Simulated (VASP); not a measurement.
Runs of VASP 6.6.1 on Ge. The structure is that of space group Im-3m (No. 229), or close to it. The cells are those of the table. 

```csv
task,cell,cutoff (eV),k mesh for the DOS,occupations for the DOS,gap on the mesh (eV),pressure (GPa)
single point,"a = 2.576 Å, angles 109.5°, 1 atom",520,-,-,none,57.6
single point,"a = 2.245 Å, angles 109.5°, 1 atom",520,-,-,none,(a)
relaxation of cell and atoms,"relaxed from a = 2.912 Å, angles 109.5°, 1 atom",600,-,-,none,0.0
single point,"a = 2.673 Å, angles 109.5°, 1 atom",520,-,-,none,31.3
```

Alike in all rows: level PBE; potentials or basis VASP PAW PBE potentials, release 64 (Ge_d); no spin polarisation; k mesh 16 × 16 × 16; smearing fermi-dirac 0.08 eV.

Question: Fill in the values left out.

Answer: (a) 312.8.

A k mesh can miss the band edges, and the runs leave out spin-orbit coupling on Ge.

A gap of «none» marks levels without a gap at the run's occupations.
